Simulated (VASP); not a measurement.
Wanted: the native input for a VASP 6.6.1 run.

```yaml
Task: electric field gradients
Functional: PBE
Potentials_or_basis: VASP PAW PBE potentials, release 64 (Mn_pv, Hg)
Cutoff: 520 eV
k_mesh: 10 × 10 × 10
Occupations: fermi-dirac, width 0.08 eV
Spin: collinear spin, ferromagnetic start
Starting_moments: "[4.0, 0.0] μB"
Dipole_correction: no
Further_INCAR_settings: ALGO = Normal; EDIFF = 1e-08; NBANDS = 24
```

The structure of MnHg lies in POSCAR:

```
MnHg
1.0
    3.2815128620      0.0000000000      0.0000000000
    0.0000000000      3.2815128620      0.0000000000
    0.0000000000      0.0000000000      3.2815128620
Mn Hg
1 1
Direct
    0.5000000000      0.5000000000      0.5000000000
    0.0000000000      0.0000000000      0.0000000000
```

The input as run:

INCAR

```
  PREC = Accurate
  ENCUT = 520
  EDIFF = 1E-8
  ISMEAR = -1
  SIGMA = 0.08
  LREAL = False
  LASPH = True
  NELM = 150
  ALGO = Normal
  ISIF = 2
  LWAVE = False
  LCHARG = False
  ISPIN = 2
  MAGMOM = 4 0
  LORBIT = 11
  LMAXMIX = 4
  GGA = PE
  LEFG = True
  NBANDS = 24
```

KPOINTS

```
Automatic mesh
0
Gamma
  10 10 10
```

Potentials or basis: VASP PAW PBE potentials, release 64 (Mn_pv, Hg).

Launch:

```console
$ cat potpaw_PBE.64/Mn_pv/POTCAR potpaw_PBE.64/Hg/POTCAR > POTCAR
$ mpirun -np 1 vasp_std > vasp.out
```

It gave:

* Pressure: 3.3 GPa
* Net moment: 3.83 μB per cell
* Site moments: Mn +3.75; Hg -0.06 μB
* Largest electric field gradient by atom: zero within the noise of the run
* Valence electrons inside the program's atomic spheres: Mn 11.43; Hg 10.61

Caveat: the cell stands under pressure.

It took 27 s on 1 thread of Intel(R) Xeon(R) 6975P-C (Granite Rapids), on a shared host, peak memory 0.2 GiB.
